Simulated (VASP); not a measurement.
Set up this calculation in VASP 6.6.1, as the native input.

| Quantity | Value |
| --- | --- |
| Task | single point |
| Functional | PBE |
| Potentials or basis | VASP PAW PBE potentials, release 64 (I, Cu) |
| Cutoff | 520 eV |
| k mesh | 8 × 8 × 8 |
| Occupations | gaussian, width 0.017 eV |
| Spin | no spin polarisation |
| Dipole correction | no |
| Further INCAR settings | ALGO = Normal; EDIFF = 1e-06; NBANDS = 16 |

The structure of CuI (Marshite) lies in POSCAR:

```
CuI
1.0
    0.0000000000      3.0315000000      3.0315000000
    3.0315000000      0.0000000000      3.0315000000
    3.0315000000      3.0315000000      0.0000000000
I Cu
1 1
Direct
    0.0000000000      0.0000000000      0.0000000000
    0.7500000000      0.7500000000      0.7500000000
```

These files were run (other wordings do the same):

INCAR

```
PREC = Accurate
ENCUT = 520
EDIFF = 1E-6
ISMEAR = 0
SIGMA = 0.017
LREAL = F
LASPH = T
NELM = 60
ALGO = Normal
ISIF = 2
LWAVE = F
LCHARG = T
GGA = PE
LELF = T
LVHAR = T
NBANDS = 16
```

KPOINTS

```
regular mesh
0
Gamma
  8 8 8
```

Potentials or basis: VASP PAW PBE potentials, release 64 (I, Cu).

Launch:

```console
$ cat potpaw_PBE.64/I/POTCAR potpaw_PBE.64/Cu/POTCAR > POTCAR
$ mpirun -np 1 vasp_std > vasp.out
```

It gave:

The pressure is 0.7 GPa. The band gap on the k mesh is 1.14 eV, direct.

Caveat: spin-orbit coupling is left out, which moves the levels of the heavy elements.

Wall time 11 s on 1 thread of Intel(R) Xeon(R) 6975P-C (Granite Rapids), on a shared host, peak memory 0.18 GiB.
